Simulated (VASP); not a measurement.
# ScAl2P3 (P-4m2) in VASP: notebook, part 2 of 2

VASP 6.6.1. Earlier steps stand in the parts before.

## 5. Relaxation of cell and atoms, PBE

This run uses another cell than the first one, of 18.51 Å³/atom, 1.101 times its volume.

File INCAR:

```
SYSTEM = ScAl2P3
PREC = Accurate
ENCUT = 600
EDIFF = 1E-7
ISMEAR = 0
SIGMA = 0.1
LREAL = .False.
LASPH = .True.
NELM = 100
ALGO = Normal
ISIF = 3
LWAVE = .False.
LCHARG = .False.
GGA = PE
IBRION = 2
NSW = 90
EDIFFG = -0.04
```

File KPOINTS:

```
Automatic mesh
0
Gamma
  6 6 2
  0 0 0
```

File POSCAR:

```
ScAl2P3
1.0
    3.6939289400      0.0000000000      0.0000000000
    0.0000000000      3.6939289400      0.0000000000
    0.0000000000      0.0000000000      8.1380722700
Sc Al P
1 2 3
Direct
    0.0000000000      0.0000000000      0.0000000000
    0.0000000000      0.5000000000      0.7315000300
    0.5000000000      0.0000000000      0.2684999700
    0.0000000000      0.5000000000      0.3835000100
    0.5000000000      0.0000000000      0.6164999900
    0.5000000000      0.5000000000      0.0000000000
```

Potentials or basis: VASP PAW PBE potentials, release 64 (Sc_sv, Al, P).

The run is started by

```bash
$ cat potpaw_PBE.64/Sc_sv/POTCAR potpaw_PBE.64/Al/POTCAR potpaw_PBE.64/P/POTCAR > POTCAR
$ mpirun -np 1 vasp_std > vasp.out
```

OUTCAR:

```text
SYSTEM = ScAl2P3
   PREC = Accurate
   ENCUT = 600
   EDIFF = 1E-7
   ISMEAR = 0
   LREAL = .False.
   LASPH = .True.
   NELM = 100
   ISIF = 3
   GGA = PE
   IBRION = 2
   NSW = 90
   EDIFFG = -0.04

 ion  position               nearest neighbor table
   1  0.000  0.000  0.000-   6 2.61   6 2.61   6 2.61   6 2.61   3 2.86   3 2.86   2 2.86   2 2.86

   2  0.000  0.500  0.732-   5 2.77   5 2.77   5 2.77   5 2.77   4 2.83   1 2.86   6 2.86   6 2.86
                             1 2.86
   3  0.500  0.000  0.268-   4 2.77   4 2.77   4 2.77   4 2.77   5 2.83   6 2.86   1 2.86   6 2.86
                             1 2.86
   4  0.000  0.500  0.384-   3 2.77   3 2.77   3 2.77   3 2.77   2 2.83
   5  0.500  0.000  0.616-   2 2.77   2 2.77   2 2.77   2 2.77   3 2.83
   6  0.500  0.500  0.000-   1 2.61   1 2.61   1 2.61   1 2.61   3 2.86   3 2.86   2 2.86   2 2.86

  LATTYP: Found a simple tetragonal cell.
 ALAT       =     3.6939289400
 C/A-ratio  =     2.2030938879

[... 302 lines left out ...]

[... ionic steps 4 to 16 ...]

--------------------------------------- Ionic step       17  -------------------------------------------

 number of electron      32.0000001 magnetization

------------------------ aborting loop because EDIFF is reached ----------------------------------------
[... 75 lines left out ...]
--------------------------------------- Ionic step       19  -------------------------------------------

 number of electron      32.0000001 magnetization

 Free energy of the ion-electron system (eV)
  ---------------------------------------------------
  ext. energy  EPLUGINS =         0.00000000
  ---------------------------------------------------
  free energy    TOTEN  =       -32.65976916 eV

  energy without entropy =      -32.64490593  energy(sigma->0) =      -32.65233754

 E-fermi :   7.7039     XC(G=0): -10.6190

 val. band max:        7.6966953295   @ k =   0.3333   0.0000   0.5000
 cond. band min:       7.7078623306   @ k =   0.3333   0.3333   0.5000
 fundamental gap:      0.0111670011
 Fermi energy:         7.7038538241

 k-point     1 :       0.0000    0.0000    0.0000
  band No.  band energies     occupation
      1     -41.8406      2.00000
      2     -20.6197      2.00000
      3     -20.4347      2.00000
      4     -20.4347      2.00000
      5      -5.6656      2.00000
      6      -3.8475      2.00000
[... 482 lines left out ...]
  FREE ENERGIE OF THE ION-ELECTRON SYSTEM (eV)
  ---------------------------------------------------
  free  energy   TOTEN  =       -32.6597691585 eV

  energy  without entropy=      -32.6449059272  energy(sigma->0) =      -32.65233754

 reached required accuracy - stopping structural energy minimisation
```

CONTCAR:

```text
ScAl2P3
   1.00000000000000
     3.6229098045222914    0.0000000000000000    0.0000000000000000
    -0.0000000000000000    3.6229098045222914    0.0000000000000000
    -0.0000000000000000   -0.0000000000000000    7.6483128554143169
  Sc              Al              P
     1     2     3
Direct
     0.0000000000000000    0.0000000000000000    1.0000000000000000
     1.0000000000000000    0.5000000000000000    0.6518194238418666
     0.5000000000000000    0.0000000000000000    0.3481805761581334
     1.0000000000000000    0.5000000000000000    0.3224984276905610
     0.5000000000000000    0.0000000000000000    0.6775015723094390
     0.5000000000000000    0.5000000000000000    1.0000000000000000

  0.00000000E+00  0.00000000E+00  0.00000000E+00
  0.00000000E+00  0.00000000E+00  0.00000000E+00
  0.00000000E+00  0.00000000E+00  0.00000000E+00
  0.00000000E+00  0.00000000E+00  0.00000000E+00
  0.00000000E+00  0.00000000E+00  0.00000000E+00
  0.00000000E+00  0.00000000E+00  0.00000000E+00
```

Run time: 7.1 min. Hardware: 1 thread of Intel Xeon 6975P-C (Granite Rapids), shared host; peak memory 0.28 GiB.

Results:

```yaml
Free_energy: -32.6598 eV
Relaxed_volume: 16.73 Å³/atom
Relaxed_cell: a = 3.623 Å, b = 3.623 Å, c = 7.648 Å, α = 90.00°, β = 90.00°, γ = 90.00°
Space_group_after_relaxing_to_0.05_Å: P-4m2 (No. 115)
Energy_gained_by_relaxing: 309.4 meV/atom
Ionic_steps: 19
Pressure_after_relaxing: 0.1 GPa
Largest_force_after_relaxing: 0.031 eV/Å
Band_gap_on_the_k_mesh: zero (band 16 reaches 8.39 eV, above the bottom of band 17 at 5.93 eV)
```

Forces on the atoms (eV/Å):
```
Sc   0.000  0.000  0.000
Al   0.000  0.000 -0.031
Al   0.000  0.000  0.031
P    0.000  0.000  0.011
P    0.000  0.000 -0.011
P    0.000  0.000  0.000
```

Step by step:
```
step  energy change (eV)  largest force (eV/Å)  pressure (GPa)  volume (Å³)
   1              0.0000                1.9554           -6.75       111.04
   2             -0.6253                1.7179            1.62        98.98
   3             -0.6600                1.5638            5.54        95.38
   4             -1.1203                0.9556            5.34        95.27
   5             -0.7370                3.6302           10.26        94.62
   6             -1.3022                1.3874            5.79        95.13
   7             -1.3233                1.7264            6.43        95.03
   8             -1.6869                0.7477           -2.04       103.09
   9             -1.6930                0.6357           -3.00       104.29
  10             -1.8117                0.2630           -0.94       101.82
  11             -1.8215                0.2146            0.05       100.90
  12             -1.8352                0.1667            0.17       100.56
  13             -1.8518                0.0440            0.58        99.52
  14             -1.8520                0.0515            0.54        99.61
  15             -1.8542                0.0574           -0.40       100.69
  16             -1.8544                0.0521           -0.20       100.45
  17             -1.8557                0.0619           -0.02       100.39
  18             -1.8557                0.0638            0.02       100.37
  19             -1.8565                0.0308            0.07       100.39
```

Final structure:
```
CELL_PARAMETERS angstrom
3.62291 0.00000 0.00000
0.00000 3.62291 0.00000
0.00000 0.00000 7.64831
ATOMIC_POSITIONS crystal
Sc 0.00000 0.00000 0.00000
Al 0.00000 0.50000 0.65182
Al 0.50000 0.00000 0.34818
P 0.00000 0.50000 0.32250
P 0.50000 0.00000 0.67750
P 0.50000 0.50000 0.00000
```

Levels at points of the mesh, in eV from the Fermi level:
| k point | band 14 | band 15 | band 16 | band 17 | band 18 | band 19 |
| --- | --- | --- | --- | --- | --- | --- |
| (0.00, 0.00, 0.00) | -1.83 | -0.47 | -0.36 | -0.36 | 0.07 | 1.37 |
| (0.50, 0.00, 0.00) | -1.55 | -1.31 | -0.83 | 1.28 | 1.50 | 2.11 |
| (0.50, 0.50, 0.00) | -4.06 | -4.06 | 0.18 | 0.66 | 0.70 | 0.70 |
| (0.00, 0.00, 0.50) | -1.97 | 0.08 | 0.13 | 0.21 | 0.21 | 1.37 |
| (0.50, 0.00, 0.50) | -1.35 | -0.93 | 0.67 | 1.01 | 1.89 | 1.93 |
| (0.50, 0.50, 0.50) | -2.52 | -2.52 | -1.78 | -1.78 | -1.36 | 2.26 |

Caveat: the k points lie up to 0.41 Å⁻¹ apart in the final cell.

## 6. Single point, PBE, collinear spin, ferromagnetic start

File INCAR:

```
SYSTEM = ScAl2P3
ALGO = Normal
EDIFF = 1E-6
ENCUT = 520
GGA = PE
ISIF = 2
ISMEAR = 0
ISPIN = 2
LASPH = .TRUE.
LCHARG = .TRUE.
LELF = .TRUE.
LMAXMIX = 4
LORBIT = 11
LREAL = .FALSE.
LVHAR = .TRUE.
LWAVE = .FALSE.
MAGMOM = 1 0 0 0 0 0
NBANDS = 29
NELM = 150
PREC = Accurate
SIGMA = 0.1
```

File KPOINTS:

```
k-points
0
G
  6 6 2
  0 0 0
```

File POSCAR:

```
ScAl2P3
1.0
    3.6241442575      0.0000000000      0.0000000000
    0.0000000000      3.6241442575      0.0000000000
    0.0000000000      0.0000000000      7.6821826395
Sc Al P
1 2 3
Direct
    0.0000000000      0.0000000000      0.0000000000
    0.0000000000      0.5000000000      0.6500807708
    0.5000000000      0.0000000000      0.3499192292
    0.0000000000      0.5000000000      0.3225716504
    0.5000000000      0.0000000000      0.6774283496
    0.5000000000      0.5000000000      0.0000000000
```

Potentials or basis: VASP PAW PBE potentials, release 64 (Sc_sv, Al, P).

The run is started by

```bash
$ cat potpaw_PBE.64/Sc_sv/POTCAR potpaw_PBE.64/Al/POTCAR potpaw_PBE.64/P/POTCAR > POTCAR
$ mpirun -np 1 vasp_std > vasp.out
```

It took 49 s on 1 thread of Intel Xeon 6975P-C (Granite Rapids), shared host; peak memory 0.28 GiB.

The run converged. Its results:

* Free energy: -32.6583 eV
* Pressure: -0.2 GPa
* Largest force: 0.004 eV/Å
* Band gap on the k mesh: zero (filled and empty bands overlap)
* Net moment: 0.00 μB per cell
* Valence electrons inside the program's atomic spheres: Sc 9.51; Al 0.72; P 2.50, 2.53

Forces on the atoms (eV/Å):
```
Sc   0.000  0.000  0.000
Al   0.000  0.000 -0.004
Al   0.000  0.000  0.004
P    0.000  0.000 -0.001
P    0.000  0.000  0.001
P    0.000  0.000  0.000
```

Stress tensor (GPa, compression positive):
```
-0.16  0.00  0.00
 0.00 -0.16  0.00
 0.00  0.00 -0.37
```

Levels at points of the mesh, in eV from the Fermi level:
Spin up:
```csv
k point,band 13,band 14,band 15,band 16,band 17,band 18,band 19,band 20
"(0.00, 0.00, 0.00)",-1.79,-1.79,-0.46,-0.34,-0.34,0.09,1.38,1.75
"(0.50, 0.00, 0.00)",-2.13,-1.56,-1.29,-0.83,1.29,1.53,2.13,2.45
"(0.50, 0.50, 0.00)",-4.44,-4.01,-4.01,0.16,0.66,0.66,0.66,1.05
"(0.00, 0.00, 0.50)",-2.06,-1.92,0.06,0.12,0.21,0.21,1.38,1.69
"(0.50, 0.00, 0.50)",-2.77,-1.32,-0.92,0.65,1.01,1.92,1.94,2.65
"(0.50, 0.50, 0.50)",-3.88,-2.48,-2.48,-1.79,-1.79,-1.34,2.25,2.27
```
Spin down:
```csv
k point,band 12,band 13,band 14,band 15,band 16,band 17,band 18,band 19,band 20,band 21
"(0.00, 0.00, 0.00)",-1.79,-1.79,-1.79,-0.46,-0.34,-0.34,0.09,1.38,1.75,2.21
"(0.50, 0.00, 0.00)",-2.48,-2.13,-1.56,-1.29,-0.83,1.29,1.53,2.13,2.45,2.73
"(0.50, 0.50, 0.00)",-4.44,-4.44,-4.01,-4.01,0.16,0.66,0.66,0.66,1.05,1.05
"(0.00, 0.00, 0.50)",-2.06,-2.06,-1.92,0.06,0.12,0.21,0.21,1.38,1.69,1.70
"(0.50, 0.00, 0.50)",-3.07,-2.77,-1.32,-0.92,0.65,1.01,1.92,1.94,2.65,2.90
"(0.50, 0.50, 0.50)",-4.89,-3.88,-2.48,-2.48,-1.79,-1.79,-1.34,2.25,2.27,2.96
```

Caveat: the k points lie up to 0.41 Å⁻¹ apart.

## 7. Relaxation of cell and atoms, PBE

File INCAR:

```
PREC = Accurate ; ENCUT = 600
EDIFF = 1E-6 ; ISMEAR = 0
SIGMA = 0.1 ; LREAL = F
LASPH = T ; NELM = 80
ALGO = Normal ; ISIF = 3
LWAVE = F ; LCHARG = F
GGA = PE ; IBRION = 2
NSW = 100 ; EDIFFG = -0.01
```

File KPOINTS:

```
regular mesh
0
Gamma
  10 10 6
```

POSCAR is that of step 6.

The run is started by

```bash
$ cat potpaw_PBE.64/Sc_sv/POTCAR potpaw_PBE.64/Al/POTCAR potpaw_PBE.64/P/POTCAR > POTCAR
$ mpirun -np 1 vasp_std > vasp.out
```

Wall time 8 min (1 thread of Intel Xeon 6975P-C (Granite Rapids), shared host); peak memory 0.39 GiB.

Results (log left out):

```yaml
Free_energy: -32.6424 eV
Relaxed_volume: 16.90 Å³/atom
Relaxed_cell: a = 3.612 Å, b = 3.612 Å, c = 7.775 Å, α = 90.00°, β = 90.00°, γ = 90.00°
Space_group_after_relaxing_to_0.05_Å: P-4m2 (No. 115)
Energy_gained_by_relaxing: 0.7 meV/atom
Ionic_steps: 11
Pressure_after_relaxing: 0.0 GPa
Largest_force_after_relaxing: 0.008 eV/Å
Band_gap_on_the_k_mesh: zero (band 16 reaches 8.18 eV, above the bottom of band 17 at 5.72 eV)
```

Forces in eV/Å, atoms in the order of the input:
```
Sc   0.000  0.000  0.000
Al   0.000  0.000 -0.008
Al   0.000  0.000  0.008
P    0.000  0.000 -0.004
P    0.000  0.000  0.004
P    0.000  0.000  0.000
```

The path:
```
step  energy change (eV)  largest force (eV/Å)  pressure (GPa)  volume (Å³)
   1              0.0000                0.0661           -0.14       100.90
   2             -0.0013                0.0589            0.17       100.68
   3             -0.0015                0.0517            0.46       100.48
   4             -0.0022                0.0469            0.39       100.64
   5             -0.0035                0.0407            0.20       101.13
   6             -0.0036                0.0444            0.12       101.33
   7             -0.0040                0.0301           -0.03       101.46
   8             -0.0041                0.0242           -0.08       101.52
   9             -0.0041                0.0218           -0.11       101.54
  10             -0.0041                0.0103           -0.01       101.43
  11             -0.0041                0.0080           -0.01       101.41
```

Final structure:
```
Sc Al P
1.0
     3.61162    0.00000    0.00000
     0.00000    3.61162    0.00000
     0.00000    0.00000    7.77460
Sc Al P
1 2 3
Direct
  0.00000 0.00000 0.00000
  0.00000 0.50000 0.64844
  0.50000 0.00000 0.35157
  0.00000 0.50000 0.32556
  0.50000 0.00000 0.67444
  0.50000 0.50000 0.00000
```

Levels at points of the mesh, in eV from the Fermi level:
```csv
k point,band 13,band 14,band 15,band 16,band 17,band 18,band 19,band 20
"(0.00, 0.00, 0.00)",-1.60,-1.57,-0.39,-0.21,-0.21,0.29,1.49,1.89
"(0.50, 0.00, 0.00)",-2.09,-1.53,-1.13,-0.72,1.35,1.71,2.33,2.62
"(0.50, 0.50, 0.00)",-4.28,-3.82,-3.82,0.17,0.67,0.67,0.77,1.08
"(0.00, 0.00, 0.50)",-1.84,-1.71,0.14,0.21,0.30,0.30,1.49,1.81
"(0.50, 0.00, 0.50)",-2.61,-1.16,-0.80,0.64,1.10,2.09,2.15,2.78
"(0.50, 0.50, 0.50)",-3.83,-2.31,-2.31,-1.74,-1.74,-1.23,2.33,2.34
```

## 8. Summary

| task | spin | cell | k mesh | cutoff (eV) | gap on the mesh (eV) | pressure (GPa) | relaxed volume (Å³/atom) | largest force (eV/Å) |
| --- | --- | --- | --- | --- | --- | --- | --- | --- |
| single point | off | a = 3.624, b = 3.624, c = 7.682 Å, 6 atoms | 6 × 6 × 2 | 520 | none | -0.2 | - | - |
| single point | off | a = 3.694, b = 3.694, c = 8.138 Å, 6 atoms | 6 × 6 × 2 | 520 | none | -6.8 | - | 1.96 |
| single point | off | a = 3.609, b = 3.609, c = 7.786 Å, 6 atoms | 10 × 10 × 6 | 520 | none | 0.0 | - | 0.01 |
| relaxation of cell and atoms | off | relaxed from a = 3.694, b = 3.694, c = 8.138 Å, 6 atoms | 6 × 6 × 2 | 600 | none | 0.1 | 16.73 | 0.03 |
| single point | collinear, ferromagnetic start | a = 3.624, b = 3.624, c = 7.682 Å, 6 atoms | 6 × 6 × 2 | 520 | none | -0.2 | - | - |
| relaxation of cell and atoms | off | relaxed from a = 3.624, b = 3.624, c = 7.682 Å, 6 atoms | 10 × 10 × 6 | 600 | none | 0.0 | 16.90 | 0.01 |

Alike in all rows: level PBE; potentials or basis VASP PAW PBE potentials, release 64 (Sc_sv, Al, P); smearing gaussian 0.1 eV.

Caveats: some runs use coarse meshes; forces of over 1 eV/Å act on the atoms, so gaps and moduli don't describe the material at rest (some runs).

Absolute energies hang on the potentials; compare differences alone.
